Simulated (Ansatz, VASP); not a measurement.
**One calculation of Ge2SbO3, two programs**

```xyz
6
Lattice="4.3617 0.0000 0.0000 -2.1808 3.7773 0.0000 0.0000 0.0000 8.0362" Properties=species:S:1:pos:R:3 pbc="T T T"
Ge    0.0000    0.0000    5.1769
Ge    0.0000    0.0000    2.8594
Sb    0.0000    0.0000    0.0000
O     2.1808    0.0000    0.0000
O    -1.0904    1.8887    0.0000
O     1.0904    1.8887    0.0000
```

Alike in both runs: functional PBE; k mesh 6 × 6 × 4; occupations gaussian, width 0.1 eV; no spin polarisation.

Ansatz relaxed the structure, and its values are those at the end. VASP's run is a single point on that final structure, the one shown.

|  | VASP | Ansatz |
| --- | --- | --- |
| version | VASP 6.6.1 | Ansatz 0.2.0 |
| potentials or method | VASP PAW PBE potentials, release 64 (Ge_d, Sb, O), cutoff 520 eV | scalar-relativistic, plane waves, PAW |
| valence electrons in the cell | 51 | 61 |

```csv
,VASP,Ansatz,Ansatz less VASP
gap on the k mesh at the Fermi level (eV),none,none,-
pressure (GPa),-0.3,0.1,+0.38
```

A gap of «none» marks a metal or a gap that the smearing closes. The functional is the same, so the differences come from potentials, cutoffs and numerics. VASP's potentials hold 51 valence electrons a cell and Ansatz's 61, so a difference there can come from the potentials and not from the codes.

Neither program's run includes spin-orbit coupling.
